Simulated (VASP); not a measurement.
# Ga (Fd-3m) in VASP: relaxation of cell and atoms with PBE

Aim: the relaxation of cell and atoms of Ga with PBE.

All numbers are computed with VASP 6.6.1; they aren't measurements. Logs are shortened: lines on timing, memory, paths and dates and some standing lists are left out, and cuts for length are marked.

## 1. The cell of the first run

The structure is cubic, space group Fd-3m (No. 227). Conventional cell: a = 5.749 Å, b = 5.749 Å, c = 5.749 Å, α = 90.00°, β = 90.00°, γ = 90.00°. Ga (site symmetry -43m) has 4 Ga at 2.49 Å within 3.3 Å.

This isn't the form of Ga at room conditions, which is orthorhombic.

## 2. Relaxation of cell and atoms, PBE

File INCAR:

```
SYSTEM = Ga
ALGO = Normal
EDIFF = 1E-6
EDIFFG = -0.005
ENCUT = 600
GGA = PE
IBRION = 2
ISIF = 3
ISMEAR = -1
LASPH = .TRUE.
LCHARG = .FALSE.
LREAL = .FALSE.
LWAVE = .FALSE.
NELM = 80
NSW = 60
PREC = Accurate
SIGMA = 0.05
```

File KPOINTS:

```
k-points
0
G
  11 11 11
  0 0 0
```

File POSCAR:

```
Ga
1.0
    0.0000000000      2.8744485395      2.8744485395
    2.8744485395      0.0000000000      2.8744485395
    2.8744485395      2.8744485395      0.0000000000
Ga
2
Direct
   -0.1250000000     -0.1250000000     -0.1250000000
    0.1250000000      0.1250000000      0.1250000000
```

Potentials or basis: VASP PAW PBE potentials, release 64 (Ga_d).

Launch:

```
> cat potpaw_PBE.64/Ga_d/POTCAR > POTCAR
> mpirun -np 1 vasp_std > vasp.out
```

OUTCAR:

```text
SYSTEM = Ga
   EDIFF = 1E-6
   EDIFFG = -0.005
   ENCUT = 600
   GGA = PE
   IBRION = 2
   ISIF = 3
   ISMEAR = -1
   LASPH = .TRUE.
   LREAL = .FALSE.
   NELM = 80
   NSW = 60
   PREC = Accurate

 ion  position               nearest neighbor table
   1  0.875  0.875  0.875-   2 2.49   2 2.49   2 2.49   2 2.49
   2  0.125  0.125  0.125-   1 2.49   1 2.49   1 2.49   1 2.49

  LATTYP: Found a face centered cubic cell.
 ALAT       =     5.7488970790

  Lattice vectors:

 A1 = (   0.0000000000,   2.8744485395,   2.8744485395)
 A2 = (   2.8744485395,   0.0000000000,   2.8744485395)
 A3 = (   2.8744485395,   2.8744485395,   0.0000000000)

Analysis of symmetry for initial positions (statically):
=====================================================================
 Subroutine PRICEL returns:
 Original cell was already a primitive cell.

 Routine SETGRP: Setting up the symmetry group for a
 face centered cubic supercell.

 Subroutine GETGRP returns: Found 48 space group operations
 (whereof 12 operations were pure point group operations)
 out of a pool of 48 trial point group operations.

The static configuration has the point symmetry D_3d.
 The point group associated with its full space group is O_h .

Analysis of symmetry for dynamics (positions and initial velocities):
=====================================================================
 Subroutine PRICEL returns:
 Original cell was already a primitive cell.

 Routine SETGRP: Setting up the symmetry group for a
 face centered cubic supercell.

 Subroutine GETGRP returns: Found 48 space group operations
 (whereof 12 operations were pure point group operations)
 out of a pool of 48 trial point group operations.

The dynamic configuration has the point symmetry D_3d.
 The point group associated with its full space group is O_h .

 Subroutine INISYM returns: Found 48 space group operations
 (whereof 12 operations are pure point group operations),
 and found     1 'primitive' translations

----------------------------------------------------------------------------------------

                                     Primitive cell

  volume of cell :      47.5000

  direct lattice vectors                    reciprocal lattice vectors
     0.000000000  2.874448539  2.874448539    -0.173946409  0.173946409  0.173946409
     2.874448539  0.000000000  2.874448539     0.173946409 -0.173946409  0.173946409
     2.874448539  2.874448539  0.000000000     0.173946409  0.173946409 -0.173946409

  length of vectors
     4.065084109  4.065084109  4.065084109     0.301284017  0.301284017  0.301284017

  position of ions in fractional coordinates (direct lattice)
     0.875000000  0.875000000  0.875000000
     0.125000000  0.125000000  0.125000000

  ion indices of the primitive-cell ions
   primitive index   ion index
                 1           1
                 2           2

----------------------------------------------------------------------------------------

 KPOINTS: k-points

Automatic generation of k-mesh.
 Grid dimensions read from file:
 generate k-points for:   11   11   11

 Generating k-lattice:

  Cartesian coordinates                     Fractional coordinates (reciprocal lattice)
    -0.015813310  0.015813310  0.015813310     0.090909091  0.000000000  0.000000000
     0.015813310 -0.015813310  0.015813310     0.000000000  0.090909091  0.000000000
     0.015813310  0.015813310 -0.015813310     0.000000000  0.000000000  0.090909091

  Length of vectors
     0.027389456  0.027389456  0.027389456

  Shift w.r.t. Gamma in fractional coordinates (k-lattice)
     0.000000000  0.000000000  0.000000000

 Subroutine IBZKPT returns following result:
 ===========================================

 Found     56 irreducible k-points:

 Following reciprocal coordinates:
            Coordinates               Weight
  0.000000  0.000000  0.000000      1.000000
  0.090909  0.000000  0.000000      8.000000
  0.181818  0.000000  0.000000      8.000000
  0.272727  0.000000  0.000000      8.000000
  0.363636  0.000000  0.000000      8.000000
  0.454545  0.000000  0.000000      8.000000
[... 16 lines left out ...]
 -0.272727  0.181818  0.000000     24.000000
 -0.181818  0.181818  0.000000     12.000000
 [... further k-points ...]
   k-points           NKPTS =     56   k-points in BZ     NKDIM =     56   number of bands    NBANDS=     17
   number of dos      NEDOS =    301   number of ions     NIONS =      2
   total plane-waves  NPLWV =  32768
   dimension x,y,z NGX =    32 NGY =   32 NGZ =   32
   dimension x,y,z NGXF=    64 NGYF=   64 NGZF=   64
   ions per type =               2
   NGX,Y,Z   is equivalent  to a cutoff of  13.09, 13.09, 13.09 a.u.
   NGXF,Y,Z  is equivalent  to a cutoff of  26.17, 26.17, 26.17 a.u.
 SYSTEM =  Ga
   PREC   = accura    normal or accurate (medium, high low for compatibility)
   ISTART =      0    job   : 0-new  1-cont  2-samecut
   ICHARG =      2    charge: 1-file 2-atom 10-const
   ISPIN  =      1    spin polarized calculation?
   LNONCOLLINEAR =      F non collinear calculations
   LSORBIT =      F    spin-orbit coupling
   LASPH  =      T    aspherical Exc in radial PAW
   ENCUT  =  600.0 eV  44.10 Ry    6.64 a.u.   8.12  8.12  8.12*2*pi/ulx,y,z
   NELM   =     80;   NELMIN=  2; NELMDL= -5     # of ELM steps
   EDIFF  = 0.1E-05   stopping-criterion for ELM
   LREAL  =      F    real-space projection
   EDIFFG = -.5E-02   stopping-criterion for IOM
   NSW    =     60    number of steps for IOM
   IBRION =      2    ionic relax: 0-MD 1-quasi-New 2-CG
   NFREE  =      1    steps in history (QN), initial steepest desc. (CG)
   ISIF   =      3    stress and relaxation
   ISYM   =      2    0-nonsym 1-usesym 2-fastsym
   POTIM  = 0.5000    time-step for ionic-motion
   TEBEG  =    0.0;   TEEND  =   0.0 temperature during run
   PSTRESS=    0.0 pullay stress
   NELECT =      26.0000    total number of electrons
   NUPDOWN=      -1.0000    fix difference up-down
   EMIN   =  10.00;   EMAX   =-10.00  energy-range for DOS
   EFERMI =   0.00;   METHOD = LEGACY
   ISMEAR =    -1;   SIGMA  =   0.05  broadening in eV -4-tet -1-fermi 0-gaus
   EFERMI_NEDOS =   21; number of points for ismear=-14 and -15
   IALGO  =     38    algorithm
   IMIX   =      4    mixing-type and parameters
     AMIX     =   0.40;   BMIX     =  1.00
     AMIX_MAG =   1.60;   BMIX_MAG =  1.00
  volume/ion in A,a.u.               =      23.75       160.27
  Fermi-wavevector in a.u.,A,eV,Ry     =   1.339167  2.530659 24.400257  1.793368
  Thomas-Fermi vector in A             =   2.467580
   LORBIT       =      0    0 simple, 1 ext, 2 COOP (PROOUT), +10 PAW based schemes
   GGA     = PE    functional components
   LHFCALC =     F    Hartree Fock is set to
   AEXX    =    0.0000 exact exchange contribution
   IVDW    =     0    specifies the selected vdW correction
   LEPSILON=     F    determine dielectric tensor
   LRPA    =     F    only Hartree local field effects (RPA)
 conjugate gradient relaxation of ions
 non-spin polarized calculation
  energy-cutoff  :      600.00
  volume of cell :       47.50
 maximum number of plane-waves:      1600
   NGX = 17   NGY = 17   NGZ = 17

--------------------------------------- Ionic step        1  -------------------------------------------

 number of electron      25.9999989 magnetization

 Free energy of the ion-electron system (eV)
  ---------------------------------------------------
  ext. energy  EPLUGINS =         0.00000000
  ---------------------------------------------------
  free energy    TOTEN  =        -5.23019646 eV

  energy without entropy =       -5.21987884  energy(sigma->0) =       -5.22503765

------------------------ aborting loop because EDIFF is reached ----------------------------------------

  FORCE on cell =-STRESS in cart. coord.  units (eV):
  Direction    XX          YY          ZZ          XY          YZ          ZX
  --------------------------------------------------------------------------------------
  -------------------------------------------------------------------------------------
  Total        0.8692294      0.8692294      0.8692294     -0.0000000     -0.0000000     -0.0000000
  in kB       29.3191489     29.3191489     29.3191489     -0.0000000     -0.0000000     -0.0000000
  external PRESSURE =      29.3191489 kB  Pullay stress =       0.0000000 kB
[... 93 lines left out ...]
  energy  without entropy=       -5.2474004973  energy(sigma->0) =       -5.25280213

--------------------------------------- Ionic step        4  -------------------------------------------

 number of electron      26.0000012 magnetization

 Free energy of the ion-electron system (eV)
  ---------------------------------------------------
  ext. energy  EPLUGINS =         0.00000000
  ---------------------------------------------------
  free energy    TOTEN  =        -5.25825250 eV

  energy without entropy =       -5.24742962  energy(sigma->0) =       -5.25284106

 E-fermi :   2.5683     XC(G=0):  -9.2851

 val. band max:        2.5640329072   @ k =   0.1818   0.0909   0.0000
 cond. band min:       2.5980127028   @ k =  -0.2727   0.3636   0.0909
 fundamental gap:      0.0339797957
 Fermi energy:         2.5682780999

 k-point     1 :       0.0000    0.0000    0.0000
  band No.  band energies     occupation
      1     -12.2063      2.00000
      2     -12.2063      2.00000
      3     -12.2063      2.00000
      4     -12.1661      2.00000
      5     -12.1661      2.00000
      6     -11.8648      2.00000
[... 9 lines left out ...]
     16       7.3187      0.00000
     17       7.3187      0.00000
[... 443 lines left out ...]
      1     -12.2487      2.00000
      2     -12.2382      2.00000
      3     -12.1810      2.00000
      4     -12.1226      2.00000
      5     -12.0867      2.00000
      6     -11.9250      2.00000
[... 9 lines left out ...]
     16       8.4630      0.00000
     17       8.6867      0.00000

 [... further k-points ...]

------------------------ aborting loop because EDIFF is reached ----------------------------------------

  FORCE on cell =-STRESS in cart. coord.  units (eV):
  Direction    XX          YY          ZZ          XY          YZ          ZX
  --------------------------------------------------------------------------------------
  -------------------------------------------------------------------------------------
  Total       -0.0027804     -0.0027804     -0.0027804     -0.0000000      0.0000000     -0.0000000
  in kB       -0.0874334     -0.0874334     -0.0874334     -0.0000000      0.0000000     -0.0000000
  external PRESSURE =      -0.0874334 kB  Pullay stress =       0.0000000 kB
[... 17 lines left out ...]
  FREE ENERGIE OF THE ION-ELECTRON SYSTEM (eV)
  ---------------------------------------------------
  free  energy   TOTEN  =        -5.2582524978 eV

  energy  without entropy=       -5.2474296217  energy(sigma->0) =       -5.25284106

 reached required accuracy - stopping structural energy minimisation
```

Wall time 2.8 min (1 thread of AMD EPYC 7R13, shared host); peak memory 0.18 GiB.

Results:

* Free energy: -5.2583 eV
* Relaxed volume: 25.47 Å³/atom
* Relaxed cell: a = 4.161 Å, b = 4.161 Å, c = 4.161 Å, α = 60.00°, β = 60.00°, γ = 60.00°
* Space group after relaxing (to 0.1 Å): Fd-3m (No. 227)
* Energy gained by relaxing: 14.0 meV/atom
* Ionic steps: 4
* Pressure after relaxing: 0.0 GPa
* Band gap on the k mesh: zero (bands 13 and 14 overlap by 3.76 eV)

The path:
```tsv
step	energy change (eV)	largest force (eV/Å)	pressure (GPa)	volume (Å³)
1	0.0000	0.0000	2.93	47.50
2	-0.0278	0.0000	0.28	50.55
3	-0.0280	0.0000	-0.09	51.08
4	-0.0281	0.0000	-0.01	50.95
```

Final structure:
```
Ga
1.0
     0.00000    2.94240    2.94240
     2.94240    0.00000    2.94240
     2.94240    2.94240    0.00000
Ga
2
Direct
  0.87500 0.87500 0.87500
  0.12500 0.12500 0.12500
```

Levels at points of the mesh, in eV from the Fermi level:
| k point | band 11 | band 12 | band 13 | band 14 | band 15 | band 16 |
| --- | --- | --- | --- | --- | --- | --- |
| (0.00, 0.00, 0.00) | -9.31 | 2.71 | 2.71 | 2.71 | 3.34 | 4.75 |
